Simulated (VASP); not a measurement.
**CuGe4: single point with PBE+D3(BJ)**

System: CuGe4, a slab with vacuum.

```
Ge Cu
1.0
     4.03036    0.00000    0.00000
    -2.01518    3.49039    0.00000
     0.00000    0.00000   21.49841
Ge Cu
4 1
Direct
  0.33333 0.66667 0.18606
  0.00000 0.00000 0.22433
  0.00000 0.00000 0.34592
  0.66667 0.33333 0.38135
  0.66667 0.22222 0.53485
```

- Program: VASP 6.6.1
- Task: single point
- Functional: PBE
- Dispersion: D3(BJ)
- Potentials or basis: VASP PAW PBE potentials, release 64 (Ge_d, Cu)
- Cutoff: 520 eV
- k mesh: 9 × 9 × 1
- Occupations: gaussian, width 0.1 eV
- Spin: no spin polarisation

* Largest force: 0.807 eV/Å
* Band gap on the k mesh: zero (an odd number of electrons rules out a gap without spin polarisation)
* Dispersion energy per atom: -0.230 eV

Forces on the atoms (eV/Å):
```
Ge  -0.011  0.014  0.145
Ge   0.010 -0.015 -0.036
Ge  -0.001  0.006 -0.110
Ge   0.052 -0.094  0.800
Cu  -0.050  0.088 -0.799
```

Levels at points of the mesh, in eV from the Fermi level:
```tsv
k point	band 30	band 31	band 32	band 33	band 34	band 35	band 36	band 37
(0.00, 0.00, 0.00)	-0.79	-0.51	-0.50	0.07	0.07	0.72	1.19	1.67
```

Run time: 20 min on 1 thread of Oxide Virtual Turin-like Processor, on a shared host, peak memory 0.63 GiB.
